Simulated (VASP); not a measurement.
Here is a VASP 6.6.1 calculation.

POSCAR

```
AlBN
1.0
    2.6456200000      0.0000000000      0.0000000000
    0.0000000000      2.6456200000      0.0000000000
    0.0000000000      0.0000000000      5.4026400000
Al B N
1 1 1
Direct
    0.5000000000      0.5000000000      0.0000000000
    0.5000000000      0.5000000000      0.5000000000
    0.0000000000      0.0000000000      0.0000000000
```

The input INCAR.step1:

```
SYSTEM = AlBN
PREC = Accurate ; ENCUT = 520
EDIFF = 1E-5 ; ISMEAR = -1
SIGMA = 0.05 ; LREAL = .FALSE.
LASPH = .TRUE. ; NELM = 80
ALGO = Normal ; ISIF = 2
LWAVE = .TRUE. ; NBANDS = 12
GGA = PE
```

The input INCAR.step2:

```
SYSTEM = AlBN
PREC = Accurate ; ENCUT = 520
EDIFF = 1E-6 ; ISMEAR = -1
SIGMA = 0.05 ; LREAL = .FALSE.
LASPH = .TRUE. ; NELM = 80
ALGO = Normal ; ISIF = 2
LWAVE = .FALSE. ; LCHARG = .TRUE.
GGA = PE ; LHFCALC = .TRUE.
AEXX = 0.3 ; HFSCREEN = 0.2
PRECFOCK = Normal ; LELF = .TRUE.
LVHAR = .TRUE. ; NBANDS = 12
ISTART = 1
```

Contents of KPOINTS:

```
regular mesh
0
G
  5 5 3
  0 0 0
```

Potentials or basis: VASP PAW PBE potentials, release 64 (Al, B, N).

Command:

```console
$ cat potpaw_PBE.64/Al/POTCAR potpaw_PBE.64/B/POTCAR potpaw_PBE.64/N/POTCAR > POTCAR
$ cp INCAR.step1 INCAR
$ mpirun -np 1 vasp_std > vasp.out
$ cp INCAR.step2 INCAR
$ mpirun -np 1 vasp_std > vasp.out
```

(1) What does it give for the pressure?

(2) Predict the band gap on the k mesh.

Results:

(1) -3.4 GPa.

(2) zero (an odd number of electrons rules out a gap without spin polarisation).

Caveat: the k points lie up to 0.47 Å⁻¹ apart, too coarse for converged energies and pressures of a metal; the PAW data sets were made with another functional, which shifts forces and pressure a little.
